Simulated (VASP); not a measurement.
Input of a VASP 6.6.1 run:

File INCAR:

```
SYSTEM = Bi2Se3
PREC = Accurate
ENCUT = 520
EDIFF = 1E-6
ISMEAR = -1
SIGMA = 0.03
LREAL = .False.
LASPH = .True.
NELM = 100
ALGO = Normal
ISIF = 2
LWAVE = .False.
LCHARG = .True.
GGA = PS
LELF = .True.
LVHAR = .True.
NBANDS = 32
```

KPOINTS

```
Automatic mesh
0
Gamma
  6 6 6
  0 0 0
```

File POSCAR:

```
Bi2Se3
1.0
    2.0852182350      1.2039013093      9.6085459482
   -2.0852182350      1.2039013093      9.6085459482
    0.0000000000     -2.4078026186      9.6085459482
Bi Se
2 3
Direct
    0.4008000000      0.4008000000      0.4008000000
    0.5992000000      0.5992000000      0.5992000000
    0.0000000000      0.0000000000      0.0000000000
    0.2117000000      0.2117000000      0.2117000000
    0.7883000000      0.7883000000      0.7883000000
```

Potentials or basis: VASP PAW PBE potentials, release 64 (Bi_d, Se).

The run is started by

```bash
$ cat potpaw_PBE.64/Bi_d/POTCAR potpaw_PBE.64/Se/POTCAR > POTCAR
$ mpirun -np 1 vasp_std > vasp.out
```

Question: What does it give for the largest force?

Answer: 0.131 eV/Å.

Question: What does it give for the pressure?

Answer: -1.5 GPa.

Question: Estimate the band gap on the k mesh.

Answer: 0.16 eV.

Forces on the atoms (eV/Å):
```
Bi   0.000  0.000 -0.131
Bi   0.000  0.000  0.131
Se   0.000  0.000  0.000
Se   0.000  0.000  0.054
Se   0.000  0.000 -0.054
```

Caveat: the PAW data sets were made with another functional, which shifts forces and pressure a little; spin-orbit coupling is left out, which moves the levels of the heavy elements. A k mesh can miss the band edges.
